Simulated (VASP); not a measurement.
# HgTe (I-4m2) in VASP: a series of runs, part 2 of 2

VASP 6.6.1. The steps go on from the part before.

## 5. Single point, r2SCAN, non-collinear spin, zero start, spin-orbit coupling (epitaxial xy strain -4.0%)

Contents of POSCAR:

```
HgTe
1.0
    0.0000000000      3.1575915708      3.4654980869
    3.1575915708      0.0000000000      3.4654980869
    3.1575915708      3.1575915708      0.0000000000
Hg Te
1 1
Direct
    0.0000000000      0.0000000000      0.0000000000
    0.2500000000      0.2500000000      0.2500000000
```

Contents of INCAR.step1:

```
ALGO = Normal ; EDIFF = 1E-4
ENCUT = 520 ; GGA = PE
GGA_COMPAT = F ; ISMEAR = -1
LASPH = T ; LCHARG = F
LREAL = F ; LSORBIT = T
LWAVE = T ; MAGMOM = 0 0 0 0 0 0
NBANDS = 30 ; NELM = 150
PREC = Accurate ; SIGMA = 0.02
```

Contents of INCAR.step2:

```
ALGO = Normal ; EDIFF = 1E-6
ENCUT = 520 ; GGA_COMPAT = F
ISIF = 2 ; ISMEAR = -1
ISTART = 1 ; LASPH = T
LCHARG = T ; LMIXTAU = T
LORBIT = 11 ; LORBMOM = T
LREAL = F ; LSORBIT = T
LVHAR = T ; LWAVE = F
MAGMOM = 0 0 0 0 0 0 ; METAGGA = R2SCAN
NBANDS = 30 ; NELM = 150
PREC = Accurate ; SIGMA = 0.02
```

Contents of KPOINTS:

```
k-points
0
Gamma
  6 6 6
```

Potentials or basis: VASP PAW PBE potentials, release 64 (Hg, Te).

The run is started by

```console
$ cat potpaw_PBE.64/Hg/POTCAR potpaw_PBE.64/Te/POTCAR > POTCAR
$ cp INCAR.step1 INCAR
$ mpirun -np 1 vasp_ncl > vasp.out
$ cp INCAR.step2 INCAR
$ mpirun -np 1 vasp_ncl > vasp.out
```

OUTCAR:

```text
EDIFF = 1E-6
   ENCUT = 520
   ISIF = 2
   ISMEAR = -1
   ISTART = 1
   LASPH = T
   LORBIT = 11
   LREAL = F
   LSORBIT = T
   METAGGA = R2SCAN
   NELM = 150
   PREC = Accurate

 ion  position               nearest neighbor table
   1  0.000  0.000  0.000-   2 2.83   2 2.83   2 2.83   2 2.83
   2  0.250  0.250  0.250-   1 2.83   1 2.83   1 2.83   1 2.83

  LATTYP: Found a body centered tetragonal cell.
 ALAT       =     4.4655088239
 C/A-ratio  =     1.5521178990

  Lattice vectors:

 A1 = (  -3.1575915708,   0.0000000000,   3.4654980869)
 A2 = (   3.1575915708,   0.0000000000,   3.4654980869)
 A3 = (   0.0000000000,   3.1575915708,  -3.4654980869)

Analysis of symmetry for initial positions (statically):
=====================================================================
 Subroutine PRICEL returns:
 Original cell was already a primitive cell.

 Routine SETGRP: Setting up the symmetry group for a
 body centered tetragonal supercell.

 Subroutine GETGRP returns: Found  8 space group operations
 (whereof  8 operations were pure point group operations)
 out of a pool of 16 trial point group operations.

[... 1052 lines left out ...]
     0.0000000     0.0000000     0.0000000     0.0000000     0.0000000     0.0000000     0.0000000
     0.0000000     0.0000000     0.0000000     0.0000000     0.0000000     0.0000000     0.0000000
     0.0000000     0.0000000     0.0000000     0.0000000     0.0000000     0.0000000     0.0000000
     0.0000000     0.0000000     0.0000000     0.0000000     0.0000000     0.0000000     0.0000000
     0.0000000     0.0000000     0.0000000     0.0000000     0.0000000     0.0000000     0.0000000

 Ion:    2  E_soc:     -0.2044396
 l=   1
     0.0000000    -0.0331831    -0.0354546
    -0.0331831     0.0000000    -0.0331831
    -0.0354546    -0.0331831     0.0000000
 l=   2
     0.0000000    -0.0000519     0.0000000    -0.0000519    -0.0000777
    -0.0000519     0.0000000    -0.0000617    -0.0000556    -0.0000192
     0.0000000    -0.0000617     0.0000000    -0.0000617     0.0000000
    -0.0000519    -0.0000556    -0.0000617     0.0000000    -0.0000192
    -0.0000777    -0.0000192     0.0000000    -0.0000192     0.0000000
 l=   3
     0.0000000     0.0000000     0.0000000     0.0000000     0.0000000     0.0000000     0.0000000
     0.0000000     0.0000000     0.0000000     0.0000000     0.0000000     0.0000000     0.0000000
     0.0000000     0.0000000     0.0000000     0.0000000     0.0000000     0.0000000     0.0000000
     0.0000000     0.0000000     0.0000000     0.0000000     0.0000000     0.0000000     0.0000000
     0.0000000     0.0000000     0.0000000     0.0000000     0.0000000     0.0000000     0.0000000
     0.0000000     0.0000000     0.0000000     0.0000000     0.0000000     0.0000000     0.0000000
     0.0000000     0.0000000     0.0000000     0.0000000     0.0000000     0.0000000     0.0000000

 total charge

# of ion       s       p       d       tot
------------------------------------------
    1        0.733   0.408   9.360  10.501
    2        1.372   2.000   0.031   3.403
--------------------------------------------------
tot          2.104   2.409   9.391  13.903

 magnetization (x)

# of ion       s       p       d       tot
------------------------------------------
    1        0.000  -0.000   0.000  -0.000
    2        0.000   0.000   0.000   0.000
--------------------------------------------------
tot          0.000  -0.000   0.000  -0.000

 magnetization (y)

# of ion       s       p       d       tot
------------------------------------------
    1        0.000   0.000   0.000   0.000
    2        0.000  -0.000   0.000  -0.000
--------------------------------------------------
tot          0.000   0.000   0.000   0.000

 magnetization (z)

# of ion       s       p       d       tot
------------------------------------------
    1        0.000  -0.000   0.000  -0.000
    2        0.000   0.000  -0.000  -0.000
--------------------------------------------------
tot          0.000  -0.000  -0.000  -0.000
```

It took 6.1 min on 1 thread of Intel Xeon 6975P-C (Granite Rapids), shared host; peak memory 0.52 GiB.

Results:

| Item | Value |
| --- | --- |
| Free energy | -75.5070 eV |
| Pressure | 0.9 GPa |
| Net moment | 0.00 μB per cell |
| Valence electrons inside the program's atomic spheres | Hg 10.50; Te 3.40 |

Moments on the atoms (μB; x, y, z):
```
Hg  0.00 0.00 0.00
Te  0.00 0.00 0.00
```

Caveat: the cell differs from its parent crystal (epitaxial xy strain -4.0%); the PAW data sets were made with another functional, which shifts forces and pressure a little.

## 6. Summary

```tsv
level	spin	cell	k mesh	grid for exact exchange (PRECFOCK)	share of exact exchange	screening parameter	gap on the mesh (eV)	pressure (GPa)
r2SCAN	off	a = 4.614, b = 4.614, c = 4.838 Å, angles 58.4, 58.4, 63.2°, 2 atoms	6 × 6 × 6	-	-	-	0.27	-0.8
HSE06	off	a = 4.688, b = 4.688, c = 4.466 Å, angles 61.6, 61.6, 56.9°, 2 atoms	4 × 4 × 4	Normal	0.25	0.2079 1/Å	none	1.2
HSE06	off	a = 4.614, b = 4.614, c = 4.838 Å, angles 58.4, 58.4, 63.2°, 2 atoms	4 × 4 × 4	Normal	0.25	0.2079 1/Å	0.32	-0.8
r2SCAN	non-collinear, zero start, SOC	a = 4.688, b = 4.688, c = 4.466 Å, angles 61.6, 61.6, 56.9°, 2 atoms	6 × 6 × 6	-	-	-	-	0.9
```

Alike in all rows: task single point; potentials or basis VASP PAW PBE potentials, release 64 (Hg, Te); cutoff (eV) 520; smearing fermi-dirac 0.02 eV.

Caveats: some runs use coarse meshes; the PAW data sets were made with another functional, which shifts forces and pressure a little; spin-orbit coupling is left out, which moves the levels of the heavy elements (at least some runs).

Absolute energies hang on the potentials; compare differences alone.
